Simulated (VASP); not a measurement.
# CoO (P3m1) in VASP: settings compared, part 2 of 2

VASP 6.6.1. Earlier steps stand in the parts before.

### Step 4. Single point, LDA, collinear spin, ferromagnetic start

This run uses another cell than the first one, of 11.34 Å³/atom, 1.043 times its volume.

File INCAR:

```
  ALGO = Normal
  EDIFF = 1E-7
  ENCUT = 520
  GGA = CA
  ISIF = 2
  ISMEAR = -1
  ISPIN = 2
  LASPH = T
  LCHARG = F
  LMAXMIX = 4
  LORBIT = 11
  LREAL = F
  LWAVE = F
  MAGMOM = 2 2 0 0
  NBANDS = 27
  NELM = 150
  PREC = Accurate
  SIGMA = 0.05
```

File KPOINTS:

```
k-points
0
Gamma
  10 10 5
```

File POSCAR:

```
CoO
1.0
    3.1761843872      0.0000000000      0.0000000000
   -1.5880921936      2.7506563664      0.0000000000
    0.0000000000      0.0000000000      5.1936166411
Co O
2 2
Direct
    0.3333333333      0.6666666667      0.5033624100
    0.0000000000      0.0000000000      0.0034741400
    0.3333333333      0.6666666667      0.8715556000
    0.0000000000      0.0000000000      0.3716088500
```

Potentials or basis: VASP PAW LDA potentials, release 64 (Co, O).

Started as:

```bash
$ cat potpaw_LDA.64/Co/POTCAR potpaw_LDA.64/O/POTCAR > POTCAR
$ mpirun -np 1 vasp_std > vasp.out
```

Run time: 4.7 min. Hardware: 1 thread of AMD EPYC 7R43 (Zen 3), shared host; peak memory 0.19 GiB.

The run converged. Its results:

| Property | Result |
| --- | --- |
| Free energy | -29.8080 eV |
| Pressure | -14.9 GPa |
| Largest force | 0.245 eV/Å |
| Net moment | 5.02 μB per cell |
| Site moments | Co +2.16; O +0.27, +0.26 μB |
| Valence electrons inside the program's atomic spheres | Co 8.04; O 4.95 |

Forces on the atoms (eV/Å):
```
Co   0.000  0.000 -0.241
Co   0.000  0.000 -0.245
O    0.000  0.000  0.242
O    0.000  0.000  0.243
```

Stress tensor (GPa, compression positive):
```
-16.60   0.00   0.00
  0.00 -16.60   0.00
  0.00   0.00 -11.62
```

Levels at points of the mesh, in eV from the Fermi level:
Spin up:
| k point | band 15 | band 16 | band 17 | band 18 | band 19 | band 20 | band 21 | band 22 |
| --- | --- | --- | --- | --- | --- | --- | --- | --- |
| (0.00, 0.00, 0.00) | -0.35 | 0.22 | 0.50 | 0.57 | 0.57 | 5.57 | 7.18 | 13.73 |
| (0.50, 0.00, 0.00) | -1.54 | -1.44 | -0.37 | -0.22 | 5.81 | 6.14 | 7.35 | 9.43 |
Spin down:
```csv
k point,band 10,band 11,band 12,band 13,band 14,band 15
"(0.00, 0.00, 0.00)",-0.73,-0.18,-0.18,-0.17,0.69,1.34
"(0.50, 0.00, 0.00)",-0.87,-0.22,-0.09,-0.08,-0.04,0.43
```

Caveat: semilocal functionals often make such compounds metallic where correlation or magnetic order opens a gap, which also shifts bond lengths. With open d or f shells a metallic result of LDA can be an artefact of self-interaction; +U or a hybrid may open a gap.

### Step 5. Single point, LDA, collinear spin, ferromagnetic start

This run uses another cell than the first one, of 11.81 Å³/atom, 1.085 times its volume.

File INCAR:

```
PREC = Accurate
ENCUT = 520
EDIFF = 1E-6
ISMEAR = -1
SIGMA = 0.05
LREAL = F
LASPH = T
NELM = 150
ALGO = Normal
ISIF = 2
LWAVE = F
LCHARG = F
ISPIN = 2
MAGMOM = 2 2 0 0
LORBIT = 11
LMAXMIX = 4
NBANDS = 27
```

File KPOINTS:

```
regular mesh
0
Gamma
  10 10 5
```

File POSCAR:

```
CoO
1.0
    3.2188228225      0.0000000000      0.0000000000
   -1.6094114113      2.7875823346      0.0000000000
    0.0000000000      0.0000000000      5.2633379358
Co O
2 2
Direct
    0.3333333333      0.6666666667      0.5033624100
    0.0000000000      0.0000000000      0.0034741400
    0.3333333333      0.6666666667      0.8715556000
    0.0000000000      0.0000000000      0.3716088500
```

Started as:

```bash
$ cat potpaw_LDA.64/Co/POTCAR potpaw_LDA.64/O/POTCAR > POTCAR
$ mpirun -np 1 vasp_std > vasp.out
```

Wall time 3.9 min (1 thread of AMD EPYC 7R43 (Zen 3), shared host); peak memory 0.17 GiB.

The run converged. Its results:

```
Free energy                                           : -29.6214 eV
Pressure                                              : -17.7 GPa
Largest force                                         : 0.228 eV/Å
Net moment                                            : 5.49 μB per cell
Site moments                                          : Co +2.35; O +0.30 μB
Valence electrons inside the program's atomic spheres : Co 7.96; O 4.93
```

Forces in eV/Å, atoms in the order of the input:
```
Co   0.000  0.000 -0.223
Co   0.000  0.000 -0.228
O    0.000  0.000  0.226
O    0.000  0.000  0.225
```

Stress tensor (GPa, compression positive):
```
-18.75   0.00   0.00
  0.00 -18.75   0.00
  0.00   0.00 -15.61
```

Levels at points of the mesh, in eV from the Fermi level:
Spin up:
```
           k point  band 14  band 15  band 16  band 17  band 18  band 19  band 20  band 21  band 22  band 23
(0.00, 0.00, 0.00)    -0.49    -0.49     0.11     0.35     0.39     0.39     5.35     6.99    13.39    13.39
(0.50, 0.00, 0.00)    -1.96    -1.65    -1.58    -0.53    -0.36     5.58     5.99     7.17     9.13    10.43
```
Spin down:
| k point | band 10 | band 11 | band 12 | band 13 | band 14 | band 15 |
| --- | --- | --- | --- | --- | --- | --- |
| (0.00, 0.00, 0.00) | -0.65 | -0.13 | -0.13 | -0.11 | 0.64 | 1.34 |
| (0.50, 0.00, 0.00) | -0.75 | -0.17 | -0.03 | -0.02 | 0.00 | 0.47 |

Caveat: semilocal functionals often make such compounds metallic where correlation or magnetic order opens a gap, which also shifts bond lengths. With open d or f shells a metallic result of LDA can be an artefact of self-interaction; +U or a hybrid may open a gap.

### Step 6. Single point, LDA, collinear spin, ferromagnetic start

This run uses another cell than the first one, of 12.27 Å³/atom, 1.128 times its volume.

File INCAR:

```
SYSTEM = CoO
ALGO = Normal
EDIFF = 1E-7
ENCUT = 520
GGA = CA
ISIF = 2
ISMEAR = -1
ISPIN = 2
LASPH = .TRUE.
LCHARG = .FALSE.
LMAXMIX = 4
LORBIT = 11
LREAL = .FALSE.
LWAVE = .FALSE.
MAGMOM = 2 2 0 0
NBANDS = 27
NELM = 150
PREC = Accurate
SIGMA = 0.05
```

File KPOINTS:

```
k-points
0
G
  10 10 5
  0 0 0
```

File POSCAR:

```
CoO
1.0
    3.2603606016      0.0000000000      0.0000000000
   -1.6301803009      2.8235551065      0.0000000000
    0.0000000000      0.0000000000      5.3312594650
Co O
2 2
Direct
    0.3333333333      0.6666666667      0.5033624100
    0.0000000000      0.0000000000      0.0034741400
    0.3333333333      0.6666666667      0.8715556000
    0.0000000000      0.0000000000      0.3716088500
```

Potentials or basis: VASP PAW LDA potentials, release 64 (Co, O).

Started as:

```bash
$ cat potpaw_LDA.64/Co/POTCAR potpaw_LDA.64/O/POTCAR > POTCAR
$ mpirun -np 1 vasp_std > vasp.out
```

Wall time 6 min (1 thread of AMD EPYC 7R43 (Zen 3), shared host); peak memory 0.19 GiB.

It converged, with:

- Free energy: -29.4014 eV
- Pressure: -20.6 GPa
- Largest force: 0.189 eV/Å
- Net moment: 5.74 μB per cell
- Site moments: Co +2.44; O +0.33 μB
- Valence electrons inside the program's atomic spheres: Co 7.89; O 4.92

Forces on the atoms (eV/Å):
```
Co   0.000  0.000 -0.185
Co   0.000  0.000 -0.189
O    0.000  0.000  0.187
O    0.000  0.000  0.187
```

Stress tensor (GPa, compression positive):
```
-21.18   0.00   0.00
  0.00 -21.18   0.00
  0.00   0.00 -19.38
```

Levels at points of the mesh, in eV from the Fermi level:
Spin up:
| k point | band 14 | band 15 | band 16 | band 17 | band 18 | band 19 | band 20 | band 21 | band 22 | band 23 |
| --- | --- | --- | --- | --- | --- | --- | --- | --- | --- | --- |
| (0.00, 0.00, 0.00) | -0.59 | -0.59 | 0.02 | 0.24 | 0.25 | 0.25 | 5.16 | 6.81 | 13.09 | 13.09 |
| (0.50, 0.00, 0.00) | -2.02 | -1.72 | -1.65 | -0.63 | -0.47 | 5.37 | 5.86 | 7.02 | 8.86 | 10.07 |
Spin down:
```csv
k point,band 8,band 9,band 10,band 11,band 12,band 13,band 14,band 15,band 16,band 17
"(0.00, 0.00, 0.00)",-4.29,-0.60,-0.60,-0.11,-0.11,-0.08,0.57,1.31,1.31,2.11
"(0.50, 0.00, 0.00)",-4.08,-0.75,-0.67,-0.15,-0.01,0.01,0.01,0.49,0.52,1.32
```

Caveat: semilocal functionals often make such compounds metallic where correlation or magnetic order opens a gap, which also shifts bond lengths. With open d or f shells a metallic result of LDA can be an artefact of self-interaction; +U or a hybrid may open a gap.

### Step 7. Overview

```csv
level,potentials or basis,cell,gap on the mesh (eV),pressure (GPa),moment (μB),largest force (eV/Å)
PBEsol,"VASP PAW PBE potentials, release 64 (Co, O)","a = 3.132, b = 3.132, c = 5.122 Å, angles 90.0, 90.0, 120.0°, 4 atoms",none,-0.7,5.30,0.34
PBEsol,"VASP PAW PBE potentials, release 64 (Co, O)","a = 3.154, b = 3.154, c = 5.158 Å, angles 90.0, 90.0, 120.0°, 4 atoms",none,-3.0,5.52,0.32
LDA,"VASP PAW LDA potentials, release 64 (Co, O)","a = 3.176, b = 3.176, c = 5.194 Å, angles 90.0, 90.0, 120.0°, 4 atoms",none,-14.9,5.02,0.24
LDA,"VASP PAW LDA potentials, release 64 (Co, O)","a = 3.219, b = 3.219, c = 5.263 Å, angles 90.0, 90.0, 120.0°, 4 atoms",none,-17.7,5.49,0.23
LDA,"VASP PAW LDA potentials, release 64 (Co, O)","a = 3.260, b = 3.260, c = 5.331 Å, angles 90.0, 90.0, 120.0°, 4 atoms",none,-20.6,5.74,0.19
```

Alike in all rows: task single point; spin collinear, ferromagnetic start; k mesh 10 × 10 × 5; cutoff (eV) 520; smearing fermi-dirac 0.05 eV.

Caveats: semilocal functionals often make such compounds metallic where correlation or magnetic order opens a gap, which also shifts bond lengths; the PAW data sets were made with another functional, which shifts forces and pressure a little (some runs).

Total energies depend on the potentials used, so only differences within one code and one set of settings carry meaning.
